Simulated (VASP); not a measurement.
# Mn: single point with PBE

The system is Mn.

```
Mn
1.0
     2.48365    0.00000    0.00000
    -1.24183    2.15091    0.00000
     0.00000    0.00000    4.01343
Mn
2
Direct
  0.33333 0.66667 0.25000
  0.66667 0.33333 0.75000
```

This isn't the form of Mn at room conditions, which is a 58-atom cubic cell.

* Program: VASP 6.6.1
* Task: single point
* Functional: PBE
* Potentials or basis: VASP PAW PBE potentials, release 64 (Mn_pv)
* Cutoff: 520 eV
* k mesh: 21 × 21 × 11
* Occupations: fermi-dirac, width 0.1 eV
* Spin: collinear spin, ferromagnetic start
* Starting moments: [3.0, 3.0] μB

```
Pressure                                              : -0.1 GPa
Band gap on the k mesh                                : zero (filled and empty bands overlap)
Net moment                                            : 0.00 μB per cell
Valence electrons inside the program's atomic spheres : Mn 11.99
```

Stress tensor (GPa, compression positive):
```
-0.09  0.00  0.00
 0.00 -0.09  0.00
 0.00  0.00 -0.26
```

Levels at points of the mesh, in eV from the Fermi level:
Spin up:
| k point | band 11 | band 12 | band 13 | band 14 | band 15 | band 16 |
| --- | --- | --- | --- | --- | --- | --- |
| (0.00, 0.00, 0.00) | -0.96 | -0.48 | -0.48 | 0.04 | 0.04 | 0.75 |
Spin down:
```
           k point  band 11  band 12  band 13  band 14  band 15  band 16
(0.00, 0.00, 0.00)    -0.96    -0.48    -0.48     0.04     0.04     0.75
```

Run time: 5.4 min on 1 thread of Intel Xeon 8259CL, with other jobs on the host, peak memory 0.29 GiB.

Caveat: the moments typed at the start vanished in this run.
